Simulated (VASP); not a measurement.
Runs of VASP 6.6.1 on HoO3. The structure is that of space group Fm-3m (No. 225), or close to it. The cells are those of the table. The cell was generated, and may not be a known phase.

```csv
task,cell,k mesh,gap on the mesh (eV),pressure (GPa)
relaxation of cell and atoms,"relaxed from a = 4.106 Å, angles 60.0°, 4 atoms",6 × 6 × 6,none,0.0
single point,"a = 4.106 Å, angles 60.0°, 4 atoms",6 × 6 × 6,none,(a)
single point,"a = 3.909 Å, angles 60.0°, 4 atoms",14 × 14 × 14,none,0.1
single point,"a = 3.910 Å, angles 60.0°, 4 atoms",6 × 6 × 6,none,0.0
relaxation of cell and atoms,"relaxed from a = 3.910 Å, angles 60.0°, 4 atoms",14 × 14 × 14,none,0.0
```

Alike in all rows: level PBE; potentials or basis VASP PAW PBE potentials, release 64 (Ho_3, O), 4f in core; no spin polarisation; cutoff (eV) 600; smearing gaussian 0.1 eV.

**Question.** Fill in the values left out.

**Answer.** (a) -16.8.

Caveats: spin-orbit coupling is left out, which moves the levels of the heavy elements; the 4f electrons are frozen in the core, so they carry no moment and show no levels; an odd number of electrons without spin polarisation forces a metal; a magnetic or distorted state may lie lower; the run has no spin polarisation, though such a crystal can be magnetic; the cell stands under tension (at least some runs); the relaxation stopped at its first step, so nothing moved (at least some runs).

A k mesh can miss the band edges, and the runs leave out spin-orbit coupling on Ho.

A gap of «none» marks levels without a gap at the run's occupations.
